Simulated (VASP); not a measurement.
# Ge (I4_1/amd) in VASP: further runs

The runs below take Ge through single point, with r2SCAN.

Program: VASP 6.6.1. These are calculated values, not measurements. Logs are shortened: lines on timing, memory, paths and dates and some standing lists are left out, and cuts for length are marked.

## (1) The cell of the first run

Symmetry: I4_1/amd, No. 141, tetragonal system. The conventional cell has a = 4.052 Å, b = 4.052 Å, c = 5.637 Å, α = 90.00°, β = 90.00°, γ = 90.00°. Ge (site symmetry -4m2) has 4 Ge at 2.47 Å within 3.3 Å.

## (2) Single point, r2SCAN

POSCAR

```
Ge
1.0
    2.8654521202      2.8654521202      0.0000000000
   -2.8654521202      2.8654521202      0.0000000000
    0.0000000000      0.0000000000      5.6372047802
Ge
4
Direct
    0.0000000000      0.0000000000      0.0000000000
    0.0000000000      0.5000000000      0.7500000000
    0.5000000000      0.0000000000      0.2500000000
    0.5000000000      0.5000000000      0.5000000000
```

INCAR.step1

```
PREC = Accurate ; ENCUT = 520
ISMEAR = 0 ; SIGMA = 0.01
LREAL = F ; LASPH = T
NELM = 100 ; NBANDS = 36
GGA = PE ; ALGO = Normal
EDIFF = 1E-4 ; LWAVE = T
LCHARG = F
```

INCAR.step2

```
PREC = Accurate ; ENCUT = 520
EDIFF = 1E-7 ; ISMEAR = 0
SIGMA = 0.01 ; LREAL = F
LASPH = T ; NELM = 100
ALGO = Normal ; ISIF = 2
LWAVE = F ; LCHARG = F
METAGGA = R2SCAN ; LMIXTAU = T
NBANDS = 36 ; ISTART = 1
```

KPOINTS

```
Automatic mesh
0
Gamma
  8 8 6
  0.5 0.5 0.5
```

Potentials or basis: VASP PAW PBE potentials, release 64 (Ge_d).

Started as:

```bash
$ cat potpaw_PBE.64/Ge_d/POTCAR > POTCAR
$ cp INCAR.step1 INCAR
$ mpirun -np 1 vasp_std > vasp.out
$ cp INCAR.step2 INCAR
$ mpirun -np 1 vasp_std > vasp.out
```

OUTCAR:

```text
PREC = Accurate
   ENCUT = 520
   EDIFF = 1E-7
   ISMEAR = 0
   LREAL = F
   LASPH = T
   NELM = 100
   ISIF = 2
   METAGGA = R2SCAN
   ISTART = 1

 ion  position               nearest neighbor table
   1  0.000  0.000  0.000-   2 2.47   3 2.47   2 2.47   3 2.47
   2  0.000  0.500  0.750-   1 2.47   4 2.47   1 2.47   4 2.47
   3  0.500  0.000  0.250-   1 2.47   4 2.47   4 2.47   1 2.47
   4  0.500  0.500  0.500-   2 2.47   3 2.47   3 2.47   2 2.47

  LATTYP: Found a simple tetragonal cell.
 ALAT       =     4.0523612507
 C/A-ratio  =     1.3910913740

  Lattice vectors:

 A1 = (   2.8654521202,   2.8654521202,   0.0000000000)
 A2 = (  -2.8654521202,   2.8654521202,   0.0000000000)
 A3 = (   0.0000000000,   0.0000000000,   5.6372047802)

Analysis of symmetry for initial positions (statically):
=====================================================================
 Subroutine PRICEL returns following result:

  LATTYP: Found a body centered tetragonal cell.
 ALAT       =     4.0523612507
 C/A-ratio  =     1.3910913740

  Lattice vectors:

 A1 = (   0.0000000000,  -2.8654521202,  -2.8186023901)
 A2 = (   0.0000000000,   2.8654521202,  -2.8186023901)
 A3 = (   2.8654521202,   0.0000000000,   2.8186023901)

   2 primitive cells build up your supercell.

 Routine SETGRP: Setting up the symmetry group for a
 simple tetragonal supercell.

 Subroutine GETGRP returns: Found 16 space group operations
 (whereof  8 operations were pure point group operations)
 out of a pool of 16 trial point group operations.

The static configuration has the point symmetry D_2d.
 The point group associated with its full space group is D_4h.

Analysis of symmetry for dynamics (positions and initial velocities):
=====================================================================
 Subroutine PRICEL returns following result:

  LATTYP: Found a body centered tetragonal cell.
 ALAT       =     4.0523612507
 C/A-ratio  =     1.3910913740

  Lattice vectors:

 A1 = (   0.0000000000,  -2.8654521202,  -2.8186023901)
 A2 = (   0.0000000000,   2.8654521202,  -2.8186023901)
 A3 = (   2.8654521202,   0.0000000000,   2.8186023901)

   2 primitive cells build up your supercell.

 Routine SETGRP: Setting up the symmetry group for a
 simple tetragonal supercell.

 Subroutine GETGRP returns: Found 16 space group operations
 (whereof  8 operations were pure point group operations)
 out of a pool of 16 trial point group operations.

The dynamic configuration has the point symmetry D_2d.
 The point group associated with its full space group is D_4h.

 Subroutine INISYM returns: Found 16 space group operations
 (whereof  8 operations are pure point group operations),
 and found     2 'primitive' translations

----------------------------------------------------------------------------------------

                                     Primitive cell

  volume of cell :      46.2861

  direct lattice vectors                    reciprocal lattice vectors
     0.000000000 -2.865452120 -2.818602390     0.174492533 -0.174492533 -0.177392882
     0.000000000  2.865452120 -2.818602390     0.174492533  0.174492533 -0.177392882
     2.865452120  0.000000000  2.818602390     0.348985067  0.000000000  0.000000000

  length of vectors
     4.019370011  4.019370011  4.019370011     0.303913677  0.303913677  0.348985067

  position of ions in fractional coordinates (direct lattice)
     0.000000000  0.000000000  0.000000000
     0.750000000  0.250000000  0.500000000

  ion indices of the primitive-cell ions
   primitive index   ion index
                 1           1
                 2           2

----------------------------------------------------------------------------------------

 KPOINTS: Automatic mesh

Automatic generation of k-mesh.
 Grid dimensions read from file:
 generate k-points for:    8    8    6

 Generating k-lattice:

  Cartesian coordinates                     Fractional coordinates (reciprocal lattice)
     0.021811567  0.021811567  0.000000000     0.125000000  0.000000000  0.000000000
    -0.021811567  0.021811567  0.000000000     0.000000000  0.125000000  0.000000000
     0.000000000  0.000000000  0.029565480     0.000000000  0.000000000  0.166666667

  Length of vectors
     0.030846213  0.030846213  0.029565480

  Shift w.r.t. Gamma in fractional coordinates (k-lattice)
     0.500000000  0.500000000  0.500000000

 Subroutine IBZKPT returns following result:
 ===========================================

 Found     30 irreducible k-points:

 Following reciprocal coordinates:
            Coordinates               Weight
  0.062500  0.062500  0.083333      8.000000
  0.187500  0.062500  0.083333     16.000000
  0.312500  0.062500  0.083333     16.000000
  0.437500  0.062500  0.083333     16.000000
  0.187500  0.187500  0.083333      8.000000
  0.312500  0.187500  0.083333     16.000000
[... 16 lines left out ...]
  0.312500  0.062500  0.416667     16.000000
  0.437500  0.062500  0.416667     16.000000
 [... further k-points ...]
   k-points           NKPTS =     30   k-points in BZ     NKDIM =     30   number of bands    NBANDS=     36
   number of dos      NEDOS =    301   number of ions     NIONS =      4
   total plane-waves  NPLWV =  37800
   dimension x,y,z NGX =    30 NGY =   30 NGZ =   42
   dimension x,y,z NGXF=    60 NGYF=   60 NGZF=   84
   ions per type =               4
   NGX,Y,Z   is equivalent  to a cutoff of  12.31, 12.31, 12.39 a.u.
   NGXF,Y,Z  is equivalent  to a cutoff of  24.61, 24.61, 24.77 a.u.
 SYSTEM =  unknown system
   PREC   = accura    normal or accurate (medium, high low for compatibility)
   ISTART =      1    job   : 0-new  1-cont  2-samecut
   ICHARG =      0    charge: 1-file 2-atom 10-const
   ISPIN  =      1    spin polarized calculation?
   LNONCOLLINEAR =      F non collinear calculations
   LSORBIT =      F    spin-orbit coupling
   LASPH  =      T    aspherical Exc in radial PAW
   ENCUT  =  520.0 eV  38.22 Ry    6.18 a.u.   7.53  7.53 10.48*2*pi/ulx,y,z
   NELM   =    100;   NELMIN=  2; NELMDL=  0     # of ELM steps
   EDIFF  = 0.1E-06   stopping-criterion for ELM
   LREAL  =      F    real-space projection
   EDIFFG = 0.1E-05   stopping-criterion for IOM
   NSW    =      0    number of steps for IOM
   IBRION =     -1    ionic relax: 0-MD 1-quasi-New 2-CG
   NFREE  =      0    steps in history (QN), initial steepest desc. (CG)
   ISIF   =      2    stress and relaxation
   ISYM   =      2    0-nonsym 1-usesym 2-fastsym
   POTIM  = 0.5000    time-step for ionic-motion
   TEBEG  =    0.0;   TEEND  =   0.0 temperature during run
   PSTRESS=    0.0 pullay stress
   NELECT =      56.0000    total number of electrons
   NUPDOWN=      -1.0000    fix difference up-down
   EMIN   =  10.00;   EMAX   =-10.00  energy-range for DOS
   EFERMI =   0.00;   METHOD = LEGACY
   ISMEAR =     0;   SIGMA  =   0.01  broadening in eV -4-tet -1-fermi 0-gaus
   EFERMI_NEDOS =   21; number of points for ismear=-14 and -15
   IALGO  =     38    algorithm
   IMIX   =      4    mixing-type and parameters
     AMIX     =   0.40;   BMIX     =  1.00
     AMIX_MAG =   1.60;   BMIX_MAG =  1.00
  volume/ion in A,a.u.               =      23.14       156.18
  Fermi-wavevector in a.u.,A,eV,Ry     =   1.384557  2.616433 26.082338  1.916998
  Thomas-Fermi vector in A             =   2.509050
   LORBIT       =      0    0 simple, 1 ext, 2 COOP (PROOUT), +10 PAW based schemes
   METAGGA = R2SCAN    functional components
   LHFCALC =     F    Hartree Fock is set to
   AEXX    =    0.0000 exact exchange contribution
   IVDW    =     0    specifies the selected vdW correction
   LEPSILON=     F    determine dielectric tensor
   LRPA    =     F    only Hartree local field effects (RPA)
 non-spin polarized calculation
 Gauss-broadening in eV      SIGMA  =   0.01
  energy-cutoff  :      520.00
  volume of cell :       92.57
 maximum number of plane-waves:      2508
 NGX is ok and might be reduce to    30
   NGX = 15   NGY = 15   NGZ = 21

 number of electron      55.9999853 magnetization

 Free energy of the ion-electron system (eV)
  ---------------------------------------------------
  ext. energy  EPLUGINS =         0.00000000
  ---------------------------------------------------
  free energy    TOTEN  =       -55.49011160 eV

  energy without entropy =      -55.49011160  energy(sigma->0) =      -55.49011160

 E-fermi :   4.6372     XC(G=0): -10.7058

 val. band max:        4.5100601026   @ k =   0.0625   0.0625   0.0833
 cond. band min:       5.3909667648   @ k =   0.4375   0.0625   0.4167
 fundamental gap:      0.8809066622
 Fermi energy:         4.6372320094

 k-point     1 :       0.0625    0.0625    0.0833
  band No.  band energies     occupation
      1     -20.9108      2.00000
      2     -20.9107      2.00000
      3     -20.8852      2.00000
      4     -20.8790      2.00000
      5     -20.8788      2.00000
      6     -20.8367      2.00000
[... 28 lines left out ...]
     35      12.0577      0.00000
     36      13.4025      0.00000

 k-point     2 :       0.1875    0.0625    0.0833
  band No.  band energies     occupation
      1     -20.9227      2.00000
      2     -20.9111      2.00000
      3     -20.8919      2.00000
      4     -20.8884      2.00000
      5     -20.8768      2.00000
      6     -20.8265      2.00000
[... 28 lines left out ...]
     35      11.8690      0.00000
     36      12.5118      0.00000

 k-point     3 :       0.3125    0.0625    0.0833
  band No.  band energies     occupation
      1     -20.9287      2.00000
      2     -20.9113      2.00000
      3     -20.9017      2.00000
      4     -20.8986      2.00000
      5     -20.8680      2.00000
      6     -20.8203      2.00000
[... 28 lines left out ...]
     35      10.5414      0.00000
     36      11.5617      0.00000
[... 742 lines left out ...]
 k-point    23 :       0.3125    0.0625    0.4167
  band No.  band energies     occupation
      1     -20.9154      2.00000
      2     -20.9061      2.00000
      3     -20.9029      2.00000
      4     -20.8998      2.00000
      5     -20.8595      2.00000
      6     -20.8473      2.00000
[... 28 lines left out ...]
     35      11.2059      0.00000
     36      11.7162      0.00000

 k-point    24 :       0.4375    0.0625    0.4167
  band No.  band energies     occupation
      1     -20.9109      2.00000
      2     -20.9058      2.00000
      3     -20.9030      2.00000
      4     -20.9023      2.00000
      5     -20.8588      2.00000
      6     -20.8519      2.00000
[... 28 lines left out ...]
     35      12.3528      0.00000
     36      12.5395      0.00000

 [... further k-points ...]
[... 5 lines left out ...]
  --------------------------------------------------------------------------------------
  -------------------------------------------------------------------------------------
  Total       -0.7520644     -0.7520644      0.0875154      0.0000000     -0.0000000      0.0000000
  in kB      -13.0162384    -13.0162384      1.5146590      0.0000000     -0.0000000      0.0000000
  external PRESSURE =      -8.1726059 kB  Pullay stress =       0.0000000 kB

 VOLUME and BASIS-vectors are now :
 -----------------------------------------------------------------------------
  energy-cutoff  :      520.00
  volume of cell :       92.57
      direct lattice vectors                 reciprocal lattice vectors
     2.865452120  2.865452120  0.000000000     0.174492533  0.174492533  0.000000000
    -2.865452120  2.865452120  0.000000000    -0.174492533  0.174492533  0.000000000
     0.000000000  0.000000000  5.637204780     0.000000000  0.000000000  0.177392882

 POSITION                                       TOTAL-FORCE (eV/Angst)
 -----------------------------------------------------------------------------------
      0.00000      0.00000      0.00000        -0.000000     -0.000000     -0.000000
     -1.43273      1.43273      4.22790         0.000000      0.000000     -0.000000
      1.43273      1.43273      1.40930         0.000000      0.000000      0.000000
      0.00000      2.86545      2.81860         0.000000      0.000000     -0.000000
 -----------------------------------------------------------------------------------
    total drift:                               -0.000000      0.000000      0.000000

  FREE ENERGIE OF THE ION-ELECTRON SYSTEM (eV)
  ---------------------------------------------------
  free  energy   TOTEN  =       -55.4901116010 eV

  energy  without entropy=      -55.4901116010  energy(sigma->0) =      -55.49011160
```

Run time: 2.4 min. Hardware: 1 thread of Intel Xeon 6975P-C (Granite Rapids), shared host; peak memory 0.23 GiB.

What came out:

```yaml
Free_energy: -55.4901 eV
Pressure: -0.8 GPa
Band_gap_on_the_k_mesh: 0.88 eV
```

Caveat: the PAW data sets were made with another functional, which shifts forces and pressure a little; a shifted mesh leaves out Γ, where band edges can lie.

## (3) Single point, r2SCAN

This run uses another cell than the first one, of 22.26 Å³/atom.

POSCAR

```
Ge
1.0
    2.7803396810      2.7803396810      0.0000000000
   -2.7803396810      2.7803396810      0.0000000000
    0.0000000000      0.0000000000      5.7588635799
Ge
4
Direct
    0.0000000000      0.0000000000      0.0000000000
    0.0000000000      0.5000000000      0.7500000000
    0.5000000000      0.0000000000      0.2500000000
    0.5000000000      0.5000000000      0.5000000000
```

INCAR.step1

```
ALGO     = Normal         # electronic algorithm
EDIFF    = 1E-4           # SCF threshold, eV
ENCUT    = 520            # plane-wave cutoff, eV
GGA      = PE             # functional
ISMEAR   = 0              # smearing method
LASPH    = True           # aspherical terms in the spheres
LCHARG   = False          # write CHGCAR
LREAL    = False          # projectors in reciprocal space
LWAVE    = True           # write WAVECAR
NBANDS   = 36             # bands
NELM     = 80             # most SCF steps
PREC     = Accurate       # precision mode
SIGMA    = 0.01           # smearing width, eV
```

INCAR.step2

```
ALGO     = Normal         # electronic algorithm
EDIFF    = 1E-6           # SCF threshold, eV
ENCUT    = 520            # plane-wave cutoff, eV
ISIF     = 2              # what is computed and relaxed
ISMEAR   = 0              # smearing method
ISTART   = 1            
LASPH    = True           # aspherical terms in the spheres
LCHARG   = False          # write CHGCAR
LMIXTAU  = True         
LREAL    = False          # projectors in reciprocal space
LWAVE    = False          # write WAVECAR
METAGGA  = R2SCAN         # meta-GGA
NBANDS   = 36             # bands
NELM     = 80             # most SCF steps
PREC     = Accurate       # precision mode
SIGMA    = 0.01           # smearing width, eV
```

KPOINTS is that of step 2.

Potentials or basis: VASP PAW PBE potentials, release 64 (Ge_d).

Started as:

```bash
$ cat potpaw_PBE.64/Ge_d/POTCAR > POTCAR
$ cp INCAR.step1 INCAR
$ mpirun -np 1 vasp_std > vasp.out
$ cp INCAR.step2 INCAR
$ mpirun -np 1 vasp_std > vasp.out
```

OUTCAR:

```text
EDIFF = 1E-6
   ENCUT = 520
   ISIF = 2
   ISMEAR = 0
   ISTART = 1
   LASPH = True
   LREAL = False
   METAGGA = R2SCAN
   NELM = 80
   PREC = Accurate

 ion  position               nearest neighbor table
   1  0.000  0.000  0.000-   2 2.44   3 2.44   2 2.44   3 2.44
   2  0.000  0.500  0.750-   1 2.44   4 2.44   1 2.44   4 2.44
   3  0.500  0.000  0.250-   1 2.44   4 2.44   4 2.44   1 2.44
   4  0.500  0.500  0.500-   2 2.44   3 2.44   3 2.44   2 2.44

  LATTYP: Found a simple tetragonal cell.
 ALAT       =     3.9319940849
[... 1147 lines left out ...]
     35      12.8024      0.00000
     36      13.0414      0.00000

 [... further k-points ...]
[... 5 lines left out ...]
  --------------------------------------------------------------------------------------
  -------------------------------------------------------------------------------------
  Total        1.7160784      1.7160784      0.0295378      0.0000000      0.0000000      0.0000000
  in kB       30.8805635     30.8805635      0.5315275      0.0000000      0.0000000      0.0000000
  external PRESSURE =      20.7642182 kB  Pullay stress =       0.0000000 kB

 VOLUME and BASIS-vectors are now :
 -----------------------------------------------------------------------------
  energy-cutoff  :      520.00
  volume of cell :       89.04
      direct lattice vectors                 reciprocal lattice vectors
     2.780339681  2.780339681  0.000000000     0.179834142  0.179834142  0.000000000
    -2.780339681  2.780339681  0.000000000    -0.179834142  0.179834142  0.000000000
     0.000000000  0.000000000  5.758863580     0.000000000  0.000000000  0.173645371

 POSITION                                       TOTAL-FORCE (eV/Angst)
 -----------------------------------------------------------------------------------
      0.00000      0.00000      0.00000        -0.000000     -0.000000      0.000000
     -1.39017      1.39017      4.31915         0.000000     -0.000000      0.000000
      1.39017      1.39017      1.43972        -0.000000      0.000000     -0.000000
      0.00000      2.78034      2.87943         0.000000      0.000000      0.000000
 -----------------------------------------------------------------------------------
    total drift:                               -0.000000      0.000000      0.000000

  FREE ENERGIE OF THE ION-ELECTRON SYSTEM (eV)
  ---------------------------------------------------
  free  energy   TOTEN  =       -55.4616232359 eV

  energy  without entropy=      -55.4616232359  energy(sigma->0) =      -55.46162324
```

OUTCAR.step1:

```text
EDIFF = 1E-4
   ENCUT = 520
   GGA = PE
   ISMEAR = 0
[... 1186 lines left out ...]
      0.00000      0.00000      0.00000        -0.000000     -0.000000      0.000000
     -1.39017      1.39017      4.31915         0.000000      0.000000     -0.000000
      1.39017      1.39017      1.43972        -0.000000     -0.000000     -0.000000
      0.00000      2.78034      2.87943         0.000000      0.000000     -0.000000
 -----------------------------------------------------------------------------------
    total drift:                               -0.000000      0.000000      0.000000

  FREE ENERGIE OF THE ION-ELECTRON SYSTEM (eV)
  ---------------------------------------------------
  free  energy   TOTEN  =       -17.9709323205 eV

  energy  without entropy=      -17.9709323205  energy(sigma->0) =      -17.97093232
```

Wall time 3.8 min (1 thread of Intel Xeon Platinum 8124M at 3.00GHz (Skylake/Cascade Lake), shared host); peak memory 0.24 GiB.

Results:

| Property | Result |
| --- | --- |
| Free energy | -55.4616 eV |
| Pressure | 2.1 GPa |
| Band gap on the k mesh | 1.03 eV |

Levels at points of the mesh, in eV from the valence-band top:
| k point | band 24 | band 25 | band 26 | band 27 | band 28 | band 29 | band 30 | band 31 | band 32 | band 33 |
| --- | --- | --- | --- | --- | --- | --- | --- | --- | --- | --- |
| (0.06, 0.06, 0.08) | -3.07 | -3.01 | -1.23 | -0.16 | 0.00 | 1.63 | 1.76 | 1.91 | 2.86 | 3.41 |

Caveat: the PAW data sets were made with another functional, which shifts forces and pressure a little; a shifted mesh leaves out Γ, where band edges can lie.

(Part 1 of 2 ends here.)
